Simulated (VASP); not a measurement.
# MgO (ae) (Fm-3m) in VASP: single point with PBEsol

Aim: the single point of MgO (ae) with PBEsol.

All numbers are computed with VASP 6.6.1; they aren't measurements. Logs are shortened: lines on timing, memory, paths and dates and some standing lists are left out, and cuts for length are marked.

**1. The cell of the first run**

Symmetry: Fm-3m, No. 225, cubic system. The conventional cell has a = 4.215 Å, b = 4.215 Å, c = 4.215 Å, α = 90.00°, β = 90.00°, γ = 90.00°. Mg (site symmetry m-3m) has 6 O at 2.11 Å within 2.8 Å. Within 2.8 Å of O (site symmetry m-3m) lie 6 Mg at 2.11 Å.

**2. Single point, PBEsol**

Contents of INCAR:

```
SYSTEM = MgO
  ALGO = Normal
  EDIFF = 1E-6
  ENCUT = 600
  GGA = PS
  GGA_COMPAT = .FALSE.
  ISIF = 2
  ISMEAR = 0
  LASPH = .TRUE.
  LCHARG = .TRUE.
  LELF = .TRUE.
  LREAL = .FALSE.
  LVHAR = .TRUE.
  LWAVE = .FALSE.
  NBANDS = 11
  NELM = 120
  PREC = Accurate
  SIGMA = 0.01
```

Contents of KPOINTS:

```
k-points
0
G
  8 8 8
  0 0 0
```

Contents of POSCAR:

```
MgO
1.0
    0.0000000000      2.1073780802      2.1073780802
    2.1073780802      0.0000000000      2.1073780802
    2.1073780802      2.1073780802      0.0000000000
Mg O
1 1
Direct
    0.0000000000      0.0000000000      0.0000000000
    0.5000000000      0.5000000000      0.5000000000
```

Potentials or basis: VASP PAW PBE potentials, release 64 (Mg, O).

The run is started by

```console
> cat potpaw_PBE.64/Mg/POTCAR potpaw_PBE.64/O/POTCAR > POTCAR
> mpirun -np 1 vasp_std > vasp.out
```

OUTCAR:

```text
SYSTEM = MgO
   EDIFF = 1E-6
   ENCUT = 600
   GGA = PS
   ISIF = 2
   ISMEAR = 0
   LASPH = .TRUE.
   LREAL = .FALSE.
   NELM = 120
   PREC = Accurate

 ion  position               nearest neighbor table
   1  0.000  0.000  0.000-   2 2.11   2 2.11   2 2.11   2 2.11   2 2.11   2 2.11
   2  0.500  0.500  0.500-   1 2.11   1 2.11   1 2.11   1 2.11   1 2.11   1 2.11

  LATTYP: Found a face centered cubic cell.
 ALAT       =     4.2147561604

  Lattice vectors:

 A1 = (   0.0000000000,   2.1073780802,   2.1073780802)
 A2 = (   2.1073780802,   0.0000000000,   2.1073780802)
 A3 = (   2.1073780802,   2.1073780802,   0.0000000000)

Analysis of symmetry for initial positions (statically):
=====================================================================
 Subroutine PRICEL returns:
 Original cell was already a primitive cell.

 Routine SETGRP: Setting up the symmetry group for a
 face centered cubic supercell.

 Subroutine GETGRP returns: Found 48 space group operations
 (whereof 48 operations were pure point group operations)
 out of a pool of 48 trial point group operations.

The static configuration has the point symmetry O_h .

Analysis of symmetry for dynamics (positions and initial velocities):
=====================================================================
 Subroutine PRICEL returns:
 Original cell was already a primitive cell.

 Routine SETGRP: Setting up the symmetry group for a
 face centered cubic supercell.

 Subroutine GETGRP returns: Found 48 space group operations
 (whereof 48 operations were pure point group operations)
 out of a pool of 48 trial point group operations.

The dynamic configuration has the point symmetry O_h .

 Subroutine INISYM returns: Found 48 space group operations
 (whereof 48 operations are pure point group operations),
 and found     1 'primitive' translations

----------------------------------------------------------------------------------------

                                     Primitive cell

  volume of cell :      18.7179

  direct lattice vectors                    reciprocal lattice vectors
     0.000000000  2.107378080  2.107378080    -0.237261650  0.237261650  0.237261650
     2.107378080  0.000000000  2.107378080     0.237261650 -0.237261650  0.237261650
     2.107378080  2.107378080  0.000000000     0.237261650  0.237261650 -0.237261650

  length of vectors
     2.980282662  2.980282662  2.980282662     0.410949232  0.410949232  0.410949232

  position of ions in fractional coordinates (direct lattice)
     0.000000000  0.000000000  0.000000000
     0.500000000  0.500000000  0.500000000

  ion indices of the primitive-cell ions
   primitive index   ion index
                 1           1
                 2           2

----------------------------------------------------------------------------------------

 KPOINTS: k-points

Automatic generation of k-mesh.
 Grid dimensions read from file:
 generate k-points for:    8    8    8

 Generating k-lattice:

  Cartesian coordinates                     Fractional coordinates (reciprocal lattice)
    -0.029657706  0.029657706  0.029657706     0.125000000  0.000000000  0.000000000
     0.029657706 -0.029657706  0.029657706     0.000000000  0.125000000  0.000000000
     0.029657706  0.029657706 -0.029657706     0.000000000  0.000000000  0.125000000

  Length of vectors
     0.051368654  0.051368654  0.051368654

  Shift w.r.t. Gamma in fractional coordinates (k-lattice)
     0.000000000  0.000000000  0.000000000

 Subroutine IBZKPT returns following result:
 ===========================================

 Found     29 irreducible k-points:

 Following reciprocal coordinates:
            Coordinates               Weight
  0.000000  0.000000  0.000000      1.000000
  0.125000  0.000000  0.000000      8.000000
  0.250000  0.000000  0.000000      8.000000
  0.375000  0.000000  0.000000      8.000000
  0.500000  0.000000  0.000000      4.000000
  0.125000  0.125000  0.000000      6.000000
[... 16 lines left out ...]
  0.500000  0.250000  0.125000     48.000000
 -0.375000  0.250000  0.125000     24.000000
 [... further k-points ...]
   k-points           NKPTS =     29   k-points in BZ     NKDIM =     29   number of bands    NBANDS=     11
   number of dos      NEDOS =    301   number of ions     NIONS =      2
   total plane-waves  NPLWV =  13824
   dimension x,y,z NGX =    24 NGY =   24 NGZ =   24
   dimension x,y,z NGXF=    48 NGYF=   48 NGZF=   48
   ions per type =               1   1
   NGX,Y,Z   is equivalent  to a cutoff of  13.39, 13.39, 13.39 a.u.
   NGXF,Y,Z  is equivalent  to a cutoff of  26.78, 26.78, 26.78 a.u.
 SYSTEM =  MgO
   PREC   = accura    normal or accurate (medium, high low for compatibility)
   ISTART =      0    job   : 0-new  1-cont  2-samecut
   ICHARG =      2    charge: 1-file 2-atom 10-const
   ISPIN  =      1    spin polarized calculation?
   LNONCOLLINEAR =      F non collinear calculations
   LSORBIT =      F    spin-orbit coupling
   LASPH  =      T    aspherical Exc in radial PAW
   ENCUT  =  600.0 eV  44.10 Ry    6.64 a.u.   5.95  5.95  5.95*2*pi/ulx,y,z
   NELM   =    120;   NELMIN=  2; NELMDL= -5     # of ELM steps
   EDIFF  = 0.1E-05   stopping-criterion for ELM
   LREAL  =      F    real-space projection
   EDIFFG = 0.1E-04   stopping-criterion for IOM
   NSW    =      0    number of steps for IOM
   IBRION =     -1    ionic relax: 0-MD 1-quasi-New 2-CG
   NFREE  =      0    steps in history (QN), initial steepest desc. (CG)
   ISIF   =      2    stress and relaxation
   ISYM   =      2    0-nonsym 1-usesym 2-fastsym
   POTIM  = 0.5000    time-step for ionic-motion
   TEBEG  =    0.0;   TEEND  =   0.0 temperature during run
   PSTRESS=    0.0 pullay stress
   NELECT =       8.0000    total number of electrons
   NUPDOWN=      -1.0000    fix difference up-down
   EMIN   =  10.00;   EMAX   =-10.00  energy-range for DOS
   EFERMI =   0.00;   METHOD = LEGACY
   ISMEAR =     0;   SIGMA  =   0.01  broadening in eV -4-tet -1-fermi 0-gaus
   EFERMI_NEDOS =   21; number of points for ismear=-14 and -15
   IALGO  =     38    algorithm
   IMIX   =      4    mixing-type and parameters
     AMIX     =   0.40;   BMIX     =  1.00
     AMIX_MAG =   1.60;   BMIX_MAG =  1.00
  volume/ion in A,a.u.               =       9.36        63.16
  Fermi-wavevector in a.u.,A,eV,Ry     =   1.233159  2.330332 20.690119  1.520681
  Thomas-Fermi vector in A             =   2.367900
   LORBIT       =      0    0 simple, 1 ext, 2 COOP (PROOUT), +10 PAW based schemes
   GGA     = PS    functional components
   LHFCALC =     F    Hartree Fock is set to
   AEXX    =    0.0000 exact exchange contribution
   IVDW    =     0    specifies the selected vdW correction
   LEPSILON=     F    determine dielectric tensor
   LRPA    =     F    only Hartree local field effects (RPA)
 non-spin polarized calculation
 Gauss-broadening in eV      SIGMA  =   0.01
  energy-cutoff  :      600.00
  volume of cell :       18.72
 maximum number of plane-waves:       637
   NGX = 11   NGY = 11   NGZ = 11

 number of electron       8.0000005 magnetization

 Free energy of the ion-electron system (eV)
  ---------------------------------------------------
  ext. energy  EPLUGINS =         0.00000000
  ---------------------------------------------------
  free energy    TOTEN  =       -12.51538293 eV

  energy without entropy =      -12.51538293  energy(sigma->0) =      -12.51538293

 E-fermi :   3.1257     XC(G=0): -11.3007

 val. band max:        3.0511637942   @ k =   0.0000   0.0000   0.0000
 cond. band min:       7.6682205174   @ k =   0.0000   0.0000   0.0000
 fundamental gap:      4.6170567233
 Fermi energy:         3.1256664078

 k-point     1 :       0.0000    0.0000    0.0000
  band No.  band energies     occupation
      1     -14.1439      2.00000
      2       3.0512      2.00000
      3       3.0512      2.00000
      4       3.0512      2.00000
      5       7.6682      0.00000
      6      18.6746      0.00000
      7      18.6746      0.00000
      8      18.6746      0.00000
      9      22.5117      0.00000
     10      24.3934      0.00000
     11      24.3934      0.00000

 k-point     2 :       0.1250    0.0000    0.0000
  band No.  band energies     occupation
      1     -13.9783      2.00000
      2       2.0816      2.00000
      3       2.9466      2.00000
      4       2.9466      2.00000
      5       8.5891      0.00000
      6      16.9833      0.00000
      7      19.0349      0.00000
      8      19.0349      0.00000
      9      23.4263      0.00000
     10      23.4264      0.00000
     11      24.7051      0.00000

 k-point     3 :       0.2500    0.0000    0.0000
  band No.  band energies     occupation
      1     -13.5469      2.00000
      2       0.3590      2.00000
      3       2.7062      2.00000
      4       2.7062      2.00000
      5      10.0232      0.00000
      6      15.4530      0.00000
      7      19.5385      0.00000
      8      19.5385      0.00000
      9      23.0264      0.00000
     10      23.0264      0.00000
     11      24.8831      0.00000

 k-point     4 :       0.3750    0.0000    0.0000
  band No.  band energies     occupation
      1     -13.0590      2.00000
      2      -1.0638      2.00000
      3       2.4802      2.00000
      4       2.4802      2.00000
      5      10.7038      0.00000
      6      15.2906      0.00000
      7      19.3763      0.00000
      8      19.3763      0.00000
      9      24.1011      0.00000
     10      24.3214      0.00000
     11      24.3214      0.00000
[... 239 lines left out ...]
 k-point    22 :       0.3750    0.2500    0.1250
  band No.  band energies     occupation
      1     -13.2373      2.00000
      2      -0.0013      2.00000
      3       1.8820      2.00000
      4       2.4284      2.00000
      5      11.4343      0.00000
      6      14.3529      0.00000
      7      17.9936      0.00000
      8      20.4424      0.00000
      9      20.9917      0.00000
     10      25.3272      0.00000
     11      28.7023      0.00000

 k-point    23 :       0.5000    0.2500    0.1250
  band No.  band energies     occupation
      1     -12.8526      2.00000
      2      -0.7007      2.00000
      3       1.2978      2.00000
      4       2.1731      2.00000
      5      12.4096      0.00000
      6      14.5473      0.00000
      7      16.8408      0.00000
      8      20.0443      0.00000
      9      22.5631      0.00000
     10      25.2843      0.00000
     11      28.9091      0.00000

 k-point    24 :      -0.3750    0.2500    0.1250
  band No.  band energies     occupation
      1     -12.6812      2.00000
      2      -0.9990      2.00000
      3       1.0875      2.00000
      4       2.0527      2.00000
      5      12.5693      0.00000
      6      15.1126      0.00000
      7      16.4110      0.00000
      8      19.7995      0.00000
      9      23.4059      0.00000
     10      24.9520      0.00000
     11      29.0435      0.00000

 [... further k-points ...]
[... 5 lines left out ...]
  --------------------------------------------------------------------------------------
  -------------------------------------------------------------------------------------
  Total       -0.0928041     -0.0928041     -0.0928041      0.0000000      0.0000000     -0.0000000
  in kB       -7.9436556     -7.9436556     -7.9436556      0.0000000      0.0000000     -0.0000000
  external PRESSURE =      -7.9436556 kB  Pullay stress =       0.0000000 kB

 VOLUME and BASIS-vectors are now :
 -----------------------------------------------------------------------------
  energy-cutoff  :      600.00
  volume of cell :       18.72
      direct lattice vectors                 reciprocal lattice vectors
     0.000000000  2.107378080  2.107378080    -0.237261650  0.237261650  0.237261650
     2.107378080  0.000000000  2.107378080     0.237261650 -0.237261650  0.237261650
     2.107378080  2.107378080  0.000000000     0.237261650  0.237261650 -0.237261650

 POSITION                                       TOTAL-FORCE (eV/Angst)
 -----------------------------------------------------------------------------------
      0.00000      0.00000      0.00000         0.000000      0.000000      0.000000
      2.10738      2.10738      2.10738        -0.000000     -0.000000     -0.000000
 -----------------------------------------------------------------------------------
    total drift:                               -0.000000     -0.000000      0.000000

  FREE ENERGIE OF THE ION-ELECTRON SYSTEM (eV)
  ---------------------------------------------------
  free  energy   TOTEN  =       -12.5153829305 eV

  energy  without entropy=      -12.5153829305  energy(sigma->0) =      -12.51538293
```

Run time: 11 s. Hardware: 1 thread of Intel Xeon 8259CL, shared host; peak memory 0.14 GiB.

Results:

```yaml
Free_energy: -12.5154 eV
Pressure: -0.8 GPa
Band_gap_on_the_k_mesh: 4.62 eV, direct
```

Levels at points of the mesh, in eV from the valence-band top:
```csv
k point,band 1,band 2,band 3,band 4,band 5,band 6,band 7,band 8
"(0.00, 0.00, 0.00)",-17.20,0.00,0.00,0.00,4.62,15.62,15.62,15.62
"(0.50, 0.00, 0.00)",-15.89,-4.67,-0.66,-0.66,7.73,12.48,16.16,16.16
"(0.50, 0.50, 0.00)",-15.62,-4.14,-1.36,-1.36,8.92,9.86,12.95,18.81
```

Caveat: the PAW data sets were made with another functional, which shifts forces and pressure a little.
